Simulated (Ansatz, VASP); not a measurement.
**SnO2: VASP beside Ansatz**

```
Sn O
1.0
     4.73800    0.00000    0.00000
     0.00000    4.73800    0.00000
     0.00000    0.00000    6.37300
Sn O
4 8
Direct
  0.00000 0.00000 0.00000
  0.50000 0.50000 0.25000
  0.00000 0.00000 0.50000
  0.50000 0.50000 0.75000
  0.30710 0.30710 0.00000
  0.19290 0.80710 0.25000
  0.69290 0.69290 0.00000
  0.80710 0.19290 0.25000
  0.30710 0.30710 0.50000
  0.19290 0.80710 0.75000
  0.69290 0.69290 0.50000
  0.80710 0.19290 0.75000
```

Alike in both runs: task single point; functional LDA; k mesh 4 × 4 × 2; occupations gaussian, width 0.05 eV; no spin polarisation.

|  | VASP | Ansatz |
| --- | --- | --- |
| version | VASP 6.6.1 | Ansatz 0.2.0 |
| potentials or method | VASP PAW LDA potentials, release 64 (Sn_d, O), cutoff 600 eV | plane waves, PAW |
| valence electrons in the cell | 104 | 104 |

```csv
,VASP,Ansatz,Ansatz less VASP
gap on the k mesh at the Fermi level (eV),1.17,1.13,-0.034
```

LDA's correlation is that of Perdew and Zunger in VASP and of Perdew and Wang (1992) in Ansatz.

The k mesh is coarse, so the values compare programs but aren't converged.
